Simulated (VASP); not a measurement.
Set up this calculation in VASP 6.6.1, as the native input.

| Item | Value |
| --- | --- |
| Task | single point |
| Functional | PBEsol |
| Potentials or basis | VASP PAW PBE potentials, release 64 (Cl) |
| Cutoff | 520 eV |
| k mesh | 13 × 13 × 13 |
| Occupations | fermi-dirac, width 0.136057 eV |
| Spin | no spin polarisation |
| Dipole correction | no |
| Further INCAR settings | ALGO = Normal; EDIFF = 1e-06; NBANDS = 10 |

The structure of Cl lies in POSCAR:

```
Cl
1.0
    0.0000000000      2.1290005377      2.1290005377
    2.1290005377      0.0000000000      2.1290005377
    2.1290005377      2.1290005377      0.0000000000
Cl
1
Direct
    0.0000000000      0.0000000000      0.0000000000
```

These files were run (other wordings do the same):

INCAR

```
PREC = Accurate
ENCUT = 520
EDIFF = 1E-6
ISMEAR = -1
SIGMA = 0.13605693000000002
LREAL = False
LASPH = True
NELM = 80
ALGO = Normal
ISIF = 2
LWAVE = False
LCHARG = False
GGA = PS
NBANDS = 10
```

KPOINTS

```
Automatic mesh
0
Gamma
  13 13 13
```

Potentials or basis: VASP PAW PBE potentials, release 64 (Cl).

The run is started by

```sh
$ cat potpaw_PBE.64/Cl/POTCAR > POTCAR
$ mpirun -np 1 vasp_std > vasp.out
```

It gave:

```yaml
Pressure: -0.1 GPa
```

Caveat: the PAW data sets were made with another functional, which shifts forces and pressure a little; an odd number of electrons without spin polarisation forces a metal; a magnetic or distorted state may lie lower.

Run time: 17 s on 1 thread of AMD EPYC 7R43 64-Core Processor (Zen 3), with other jobs on the host, peak memory 0.09 GiB.
